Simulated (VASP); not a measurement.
Write the native input for VASP 6.6.1 that does the following.

```yaml
Task: electric field gradients
Functional: PBE
Potentials_or_basis: VASP PAW PBE potentials, release 64 (Ga_d)
Cutoff: 520 eV
k_mesh: 14 × 14 × 16
Occupations: fermi-dirac, width 0.05 eV
Spin: no spin polarisation
Dipole_correction: no
Further_INCAR_settings: ALGO = Normal; EDIFF = 1e-08; NBANDS = 12; ISYM = 0
```

The structure of Ga lies in POSCAR:

```
Ga
1.0
   -1.3901671504      1.3901671504      2.2735800000
    1.3901671504     -1.3901671504      2.2735800000
    1.3901671504      1.3901671504     -2.2735800000
Ga
1
Direct
    0.0000000000      0.0000000000      0.0000000000
```

This cell differs from its parent crystal: z stretched by +2 % at fixed volume.

The input as run:

INCAR

```
SYSTEM = Ga
ALGO     = Normal         ! electronic algorithm
EDIFF    = 1E-8           ! SCF threshold, eV
ENCUT    = 520            ! plane-wave cutoff, eV
GGA      = PE             ! functional
ISIF     = 2              ! what is computed and relaxed
ISMEAR   = -1             ! smearing method
ISYM     = 0            
LASPH    = .True.         ! aspherical terms in the spheres
LCHARG   = .False.        ! write CHGCAR
LEFG     = .True.       
LREAL    = .False.        ! projectors in reciprocal space
LWAVE    = .False.        ! write WAVECAR
NBANDS   = 12             ! bands
NELM     = 100            ! most SCF steps
PREC     = Accurate       ! precision mode
SIGMA    = 0.05           ! smearing width, eV
```

KPOINTS

```
k-points
0
Gamma
  14 14 16
  0 0 0
```

Potentials or basis: VASP PAW PBE potentials, release 64 (Ga_d).

Run with:

```console
$ cat potpaw_PBE.64/Ga_d/POTCAR > POTCAR
$ mpirun -np 1 vasp_std > vasp.out
```

It gave:

```yaml
Pressure: 4.5 GPa
```

Caveat: without QUAD_EFG the Cq values of the log hold for a quadrupole moment of 1 mb, not for the nuclei.

It took 2.5 min on 1 thread of AMD EPYC 9R45 96-Core Processor (Zen 5), with other jobs on the host, peak memory 0.38 GiB.
